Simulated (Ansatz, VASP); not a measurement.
**One calculation of Cd, two programs**

```
Cd
1.0
     5.69027    0.00000    0.00000
    -2.84514    4.92792    0.00000
     0.00000    0.00000    3.29162
Cd
3
Cartesian
  0.0000 0.0000 0.0000
  0.0000 3.2853 1.6458
  2.8451 1.6426 1.6458
```

Alike in both runs: task single point; functional BLYP; k mesh 8 × 8 × 11; occupations fermi-dirac, width 0.1 eV; no spin polarisation.

|  | VASP | Ansatz |
| --- | --- | --- |
| version | VASP 6.6.1 | Ansatz 0.2.0 |
| potentials or method | VASP PAW PBE potentials, release 64 (Cd), cutoff 520 eV | plane waves (420 eV) with PAW, scalar-relativistic |
| valence electrons in the cell | 36 | 60 |

```tsv
	VASP	Ansatz	Ansatz less VASP
pressure (GPa)	-0.6	-0.6	-0.03
```

VASP's potentials were made for PBE, not for BLYP. With one functional, cell and mesh, what is left measures potentials, basis and numerics. VASP's potentials hold 36 valence electrons a cell and Ansatz's 60, so a difference there can come from the potentials and not from the codes.
